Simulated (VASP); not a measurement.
# CdO2 (Pa-3) in VASP: notebook, part 2 of 2

VASP 6.6.1. Earlier steps stand in the parts before.

### Step 3. Single point, r2SCAN

This run uses another cell than the first one, of 12.50 Å³/atom, 0.950 times its volume.

POSCAR

```
CdO2
1.0
    5.3132830338      0.0000000000      0.0000000000
    0.0000000000      5.3132830338      0.0000000000
    0.0000000000      0.0000000000      5.3132830338
Cd O
4 8
Direct
    0.5000000000      0.0000000000      0.0000000000
    0.0000000000      0.0000000000      0.5000000000
    0.0000000000      0.5000000000      0.0000000000
    0.5000000000      0.5000000000      0.5000000000
    0.0807323430      0.4192676570      0.5807323430
    0.4192676570      0.5807323430      0.0807323430
    0.5807323430      0.0807323430      0.4192676570
    0.9192676570      0.9192676570      0.9192676570
    0.0807323430      0.0807323430      0.0807323430
    0.4192676570      0.9192676570      0.5807323430
    0.5807323430      0.4192676570      0.9192676570
    0.9192676570      0.5807323430      0.4192676570
```

INCAR.step1

```
PREC = Accurate
ENCUT = 520
ISMEAR = 0
SIGMA = 0.02
LREAL = F
LASPH = T
NELM = 100
NBANDS = 60
GGA = PE
ALGO = Normal
EDIFF = 1E-4
LWAVE = T
LCHARG = F
```

INCAR.step2

```
PREC = Accurate
ENCUT = 520
EDIFF = 1E-7
ISMEAR = 0
SIGMA = 0.02
LREAL = F
LASPH = T
NELM = 100
ALGO = Normal
ISIF = 2
LWAVE = F
LCHARG = F
METAGGA = R2SCAN
LMIXTAU = T
NBANDS = 60
ISTART = 1
```

KPOINTS

```
Automatic mesh
0
Gamma
  6 6 6
```

Potentials or basis: VASP PAW PBE potentials, release 64 (Cd, O).

On the command line:

```bash
> cat potpaw_PBE.64/Cd/POTCAR potpaw_PBE.64/O/POTCAR > POTCAR
> cp INCAR.step1 INCAR
> mpirun -np 1 vasp_std > vasp.out
> cp INCAR.step2 INCAR
> mpirun -np 1 vasp_std > vasp.out
```

OUTCAR:

```text
PREC = Accurate
   ENCUT = 520
   EDIFF = 1E-7
   ISMEAR = 0
   LREAL = F
   LASPH = T
   NELM = 100
   ISIF = 2
   METAGGA = R2SCAN
   ISTART = 1

 ion  position               nearest neighbor table
   1  0.500  0.000  0.000-   6 2.31   7 2.31   8 2.31   9 2.31  10 2.31  11 2.31   2 3.76   3 3.76
                             4 3.76   2 3.76   4 3.76   3 3.76   4 3.76   4 3.76   2 3.76   3 3.76
   2  0.000  0.000  0.500-   5 2.31   7 2.31   8 2.31   9 2.31  10 2.31  12 2.31   1 3.76   3 3.76
                             4 3.76   1 3.76   3 3.76   3 3.76   4 3.76   3 3.76   1 3.76   4 3.76
   3  0.000  0.500  0.000-   5 2.31   6 2.31   8 2.31   9 2.31  11 2.31  12 2.31   1 3.76   2 3.76
                             4 3.76   2 3.76   4 3.76   1 3.76   2 3.76   2 3.76   1 3.76   4 3.76
   4  0.500  0.500  0.500-   5 2.31   6 2.31   7 2.31  10 2.31  11 2.31  12 2.31   1 3.76   2 3.76
                             3 3.76   1 3.76   3 3.76   1 3.76   2 3.76   1 3.76   2 3.76   3 3.76
   5  0.081  0.419  0.581-  12 1.49   3 2.31   4 2.31   2 2.31
   6  0.419  0.581  0.081-  11 1.49   3 2.31   4 2.31   1 2.31
   7  0.581  0.081  0.419-  10 1.49   2 2.31   4 2.31   1 2.31
   8  0.919  0.919  0.919-   9 1.49   2 2.31   3 2.31   1 2.31
   9  0.081  0.081  0.081-   8 1.49   2 2.31   3 2.31   1 2.31
  10  0.419  0.919  0.581-   7 1.49   2 2.31   4 2.31   1 2.31
  11  0.581  0.419  0.919-   6 1.49   3 2.31   4 2.31   1 2.31
  12  0.919  0.581  0.419-   5 1.49   3 2.31   4 2.31   2 2.31

  LATTYP: Found a simple cubic cell.
 ALAT       =     5.3132830338

  Lattice vectors:

 A1 = (   5.3132830338,   0.0000000000,   0.0000000000)
 A2 = (   0.0000000000,   5.3132830338,   0.0000000000)
 A3 = (   0.0000000000,   0.0000000000,   5.3132830338)

Analysis of symmetry for initial positions (statically):
=====================================================================
 Subroutine PRICEL returns:
 Original cell was already a primitive cell.

 Routine SETGRP: Setting up the symmetry group for a
 simple cubic supercell.

[... 169 lines left out ...]
   LRPA    =     F    only Hartree local field effects (RPA)
 non-spin polarized calculation
 Gauss-broadening in eV      SIGMA  =   0.02
  energy-cutoff  :      520.00
  volume of cell :      150.00
 maximum number of plane-waves:      4076
   NGX = 19   NGY = 19   NGZ = 19

 number of electron      96.0000091 magnetization

 Free energy of the ion-electron system (eV)
  ---------------------------------------------------
  ext. energy  EPLUGINS =         0.00000000
  ---------------------------------------------------
  free energy    TOTEN  =      -136.23681192 eV

  energy without entropy =     -136.23681192  energy(sigma->0) =     -136.23681192

 E-fermi :   2.1347     XC(G=0): -11.5426

 val. band max:        1.9976270117   @ k =   0.0000   0.0000   0.0000
 cond. band min:       3.8941823532   @ k =   0.1667   0.1667   0.0000
 fundamental gap:      1.8965553415
 Fermi energy:         2.1346997392

 k-point     1 :       0.0000    0.0000    0.0000
  band No.  band energies     occupation
      1     -20.8890      2.00000
      2     -20.5748      2.00000
      3     -20.5748      2.00000
      4     -20.5748      2.00000
      5     -14.4594      2.00000
      6     -14.4594      2.00000
[... 1501 lines left out ...]
     59       8.3264      0.00000
     60       8.3264      0.00000

------------------------ aborting loop because EDIFF is reached ----------------------------------------

  FORCE on cell =-STRESS in cart. coord.  units (eV):
  Direction    XX          YY          ZZ          XY          YZ          ZX
  --------------------------------------------------------------------------------------
  -------------------------------------------------------------------------------------
  Total        1.4690326      1.4690326      1.4690326      0.0000000      0.0000000      0.0000000
  in kB       15.6910921     15.6910921     15.6910921      0.0000000      0.0000000      0.0000000
  external PRESSURE =      15.6910921 kB  Pullay stress =       0.0000000 kB

 VOLUME and BASIS-vectors are now :
 -----------------------------------------------------------------------------
  energy-cutoff  :      520.00
  volume of cell :      150.00
      direct lattice vectors                 reciprocal lattice vectors
     5.313283034  0.000000000  0.000000000     0.188207553  0.000000000  0.000000000
     0.000000000  5.313283034  0.000000000     0.000000000  0.188207553  0.000000000
     0.000000000  0.000000000  5.313283034     0.000000000  0.000000000  0.188207553

 POSITION                                       TOTAL-FORCE (eV/Angst)
 -----------------------------------------------------------------------------------
      2.65664      0.00000      0.00000         0.000000     -0.000000      0.000000
      0.00000      0.00000      2.65664         0.000000     -0.000000      0.000000
      0.00000      2.65664      0.00000         0.000000     -0.000000      0.000000
      2.65664      2.65664      2.65664         0.000000     -0.000000      0.000000
      0.42895      2.22769      3.08560         0.119811     -0.119811      0.119811
      2.22769      3.08560      0.42895        -0.119811      0.119811      0.119811
      3.08560      0.42895      2.22769         0.119811      0.119811     -0.119811
      4.88433      4.88433      4.88433        -0.119811     -0.119811     -0.119811
      0.42895      0.42895      0.42895         0.119811      0.119811      0.119811
      2.22769      4.88433      3.08560        -0.119811     -0.119811      0.119811
      3.08560      2.22769      4.88433         0.119811     -0.119811     -0.119811
      4.88433      3.08560      2.22769        -0.119811      0.119811     -0.119811
 -----------------------------------------------------------------------------------
    total drift:                                0.000000      0.000000      0.000000

  FREE ENERGIE OF THE ION-ELECTRON SYSTEM (eV)
  ---------------------------------------------------
  free  energy   TOTEN  =      -136.2368119180 eV

  energy  without entropy=     -136.2368119180  energy(sigma->0) =     -136.23681192
```

OUTCAR.step1:

```text
PREC = Accurate
   ENCUT = 520
   ISMEAR = 0
   LREAL = F
[... 1775 lines left out ...]
      0.42895      0.42895      0.42895         0.120197      0.120197      0.120197
      2.22769      4.88433      3.08560        -0.120197     -0.120197      0.120197
      3.08560      2.22769      4.88433         0.120197     -0.120197     -0.120197
      4.88433      3.08560      2.22769        -0.120197      0.120197     -0.120197
 -----------------------------------------------------------------------------------
    total drift:                                0.000000      0.000000      0.000000

  FREE ENERGIE OF THE ION-ELECTRON SYSTEM (eV)
  ---------------------------------------------------
  free  energy   TOTEN  =       -48.8994975601 eV

  energy  without entropy=      -48.8994975601  energy(sigma->0) =      -48.89949756
```

OSZICAR.step1:

```text
N       E                     dE             d eps       ncg     rms          rms(c)
DAV:   1     0.858130260393E+03    0.85813E+03   -0.52576E+04  2880   0.162E+03
DAV:   2     0.131242893297E+02   -0.84501E+03   -0.80317E+03  3120   0.428E+02
DAV:   3    -0.543578892984E+02   -0.67482E+02   -0.66029E+02  3388   0.127E+02
DAV:   4    -0.555013757757E+02   -0.11435E+01   -0.11370E+01  3168   0.166E+01
DAV:   5    -0.555161044703E+02   -0.14729E-01   -0.14703E-01  3200   0.153E+00    0.237E+01
DAV:   6    -0.491208967138E+02    0.63952E+01   -0.16580E+01  4152   0.346E+01    0.169E+01
DAV:   7    -0.489822741116E+02    0.13862E+00   -0.30347E+00  3040   0.908E+00    0.861E+00
DAV:   8    -0.489081748639E+02    0.74099E-01   -0.40035E-01  3016   0.398E+00    0.112E+00
DAV:   9    -0.488978424578E+02    0.10332E-01   -0.90639E-02  3548   0.222E+00    0.340E-01
DAV:  10    -0.488991927825E+02   -0.13503E-02   -0.10081E-02  3092   0.697E-01    0.210E-01
DAV:  11    -0.488993300946E+02   -0.13731E-03   -0.71953E-04  3184   0.200E-01    0.491E-02
DAV:  12    -0.488994842841E+02   -0.15419E-03   -0.17139E-04  1940   0.737E-02    0.283E-02
DAV:  13    -0.488994975601E+02   -0.13276E-04   -0.24130E-05  1608   0.251E-02
   1 F= -.48899498E+02 E0= -.48899498E+02  d E =-.222625E-24
```

Wall time 18 min (1 thread of Intel Xeon Platinum 8259CL at 2.50GHz (Skylake/Cascade Lake), shared host); peak memory 0.34 GiB.

What came out:

| Item | Value |
| --- | --- |
| Free energy | -136.2368 eV |
| Pressure | 1.6 GPa |
| Largest force | 0.208 eV/Å |
| Band gap on the k mesh | 1.90 eV, indirect (least direct gap 1.94 eV) |

Forces in eV/Å, atoms in the order of the input:
```
Cd   0.000  0.000  0.000
Cd   0.000  0.000  0.000
Cd   0.000  0.000  0.000
Cd   0.000  0.000  0.000
O    0.120 -0.120  0.120
O   -0.120  0.120  0.120
O    0.120  0.120 -0.120
O   -0.120 -0.120 -0.120
O    0.120  0.120  0.120
O   -0.120 -0.120  0.120
O    0.120 -0.120 -0.120
O   -0.120  0.120 -0.120
```

Caveat: the PAW data sets were made with another functional, which shifts forces and pressure a little. A k mesh can miss the band edges.
